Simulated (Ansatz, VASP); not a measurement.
# In: VASP beside Ansatz

INCAR

```
SYSTEM = In
  PREC = Accurate
  ENCUT = 520
  EDIFF = 1E-6
  ISMEAR = 0
  SIGMA = 0.15
  LREAL = .False.
  LASPH = .True.
  NELM = 80
  ALGO = Fast
  ISIF = 2
  LWAVE = .False.
  LCHARG = .True.
  GGA = PE
  LELF = .True.
  LVHAR = .True.
  NBANDS = 12
```

Contents of KPOINTS:

```
Automatic mesh
0
Gamma
  20 20 20
  0 0 0
```

Contents of POSCAR:

```
In
1.0
   -1.6749345000      1.6749345000      2.4368407500
    1.6749345000     -1.6749345000      2.4368407500
    1.6749345000      1.6749345000     -2.4368407500
In
1
Direct
    0.0000000000      0.0000000000      0.0000000000
```

Input for Ansatz:

```yaml
crystal:
  lattice:
    - [-1.6749345, 1.6749345, 2.43684075]
    - [1.6749345, -1.6749345, 2.43684075]
    - [1.6749345, 1.6749345, -2.43684075]
  atoms:
    - { symbol: In, position: [0.0, 0.0, 0.0] }
basis:
  ecutwfc: 420
kpoints:
  mp_grid: { grid: [20, 20, 20] }
hamiltonian:
  xc: pbe
scf:
  occupations: { method: gaussian, width: 0.15 }
output:
  forces: true
  stress: true
  eigenvalues: true
```

Change from the starting cell: strain +0.030 along x and y, -0.015 along z, atoms carried along.

Alike in both runs: task single point; functional PBE; k mesh 20 × 20 × 20; occupations gaussian, width 0.15 eV; no spin polarisation.

```csv
,VASP,Ansatz
version,VASP 6.6.1,Ansatz 0.2.0
potentials or method,"VASP PAW PBE potentials, release 64 (In_d), cutoff 520 eV","scalar-relativistic, plane waves, PAW"
valence electrons in the cell,13,13
```

```csv
,VASP,Ansatz,Ansatz less VASP
gap on the k mesh at the Fermi level (eV),none,none,-
pressure (GPa),0.2,0.2,+0.03
"traceless stress, the component that is largest in VASP (GPa)",0.09,0.09,0.000
```

A gap of «none» marks a metal or a gap that the smearing closes.
